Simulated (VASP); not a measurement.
# ScAl3: single point with PBEsol

ScAl3:

```xyz
4
Lattice="4.0878 0.0000 0.0000 0.0000 4.0878 0.0000 0.0000 0.0000 4.0878" Properties=species:S:1:pos:R:3 pbc="T T T"
Sc    0.0000    0.0000    0.0000
Al    2.0439    2.0439    0.0000
Al    0.0000    2.0439    2.0439
Al    2.0439    0.0000    2.0439
```

| Quantity | Value |
| --- | --- |
| Program | VASP 6.6.1 |
| Task | single point |
| Functional | PBEsol |
| Potentials or basis | VASP PAW PBE potentials, release 64 (Sc_sv, Al) |
| Cutoff | 520 eV |
| k mesh | 4 × 4 × 4 |
| Occupations | fermi-dirac, width 0.05 eV |
| Spin | no spin polarisation |

| Property | Result |
| --- | --- |
| Pressure | -0.8 GPa |
| Band gap on the k mesh | zero (band 10 reaches 8.08 eV, above the bottom of band 11 at 4.25 eV) |

Levels at points of the mesh, in eV from the Fermi level:
| k point | band 8 | band 9 | band 10 | band 11 | band 12 | band 13 |
| --- | --- | --- | --- | --- | --- | --- |
| (0.00, 0.00, 0.00) | -1.82 | -1.82 | -1.82 | 1.21 | 1.27 | 1.27 |
| (0.50, 0.00, 0.00) | -1.74 | -1.51 | 0.86 | 0.99 | 0.99 | 1.33 |
| (0.50, 0.50, 0.00) | -4.39 | -0.56 | -0.56 | 1.20 | 1.35 | 2.04 |
| (0.50, 0.50, 0.50) | -4.48 | -2.97 | -2.97 | -2.97 | 0.89 | 2.58 |

It took 13 s on 1 thread of AMD EPYC 7R13 Processor (Zen 3) (shared host), peak memory 0.13 GiB.

Caveat: the k points lie up to 0.38 Å⁻¹ apart; the PAW data sets were made with another functional, which shifts forces and pressure a little.
